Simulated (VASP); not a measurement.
Nb:

```xyz
2
Lattice="3.3300 0.0000 0.0000 0.0000 3.3300 0.0000 0.0000 0.0000 3.3300" Properties=species:S:1:pos:R:3 pbc="T T T"
Nb    0.0000    0.0000    0.0000
Nb    1.6650    1.6650    1.6650
```

- Program: VASP 6.6.1
- Task: relaxation of volume and atoms at fixed shape
- Functional: r2SCAN
- Potentials or basis: VASP PAW PBE potentials, release 64 (Nb_sv)
- Cutoff: 600 eV
- k mesh: 14 × 14 × 14
- Occupations: fermi-dirac, width 0.1 eV
- Spin: no spin polarisation

At the start: pressure -4.0 GPa; volume 18.46 Å³/atom.

**Question.** How do energy, volume and symmetry change on relaxing?

**Answer.** Over 3 steps the energy falls by 5.5 meV/atom and the volume is 18.03 Å³/atom (-2.3 %); space group Im-3m (No. 229, to 0.05 Å).

Step by step:
```
step  energy change (eV)  largest force (eV/Å)  pressure (GPa)  volume (Å³)
   1              0.0000                0.0000           -3.97        36.93
   2              0.0261                0.0000            8.06        34.53
   3             -0.0110                0.0000           -0.04        36.07
```

Final structure:
```
CELL_PARAMETERS angstrom
3.30397 0.00000 0.00000
0.00000 3.30397 0.00000
0.00000 0.00000 3.30397
ATOMIC_POSITIONS crystal
Nb 0.00000 0.00000 0.00000
Nb 0.50000 0.50000 0.50000
```

Caveat: the PAW data sets were made with another functional, which shifts forces and pressure a little.
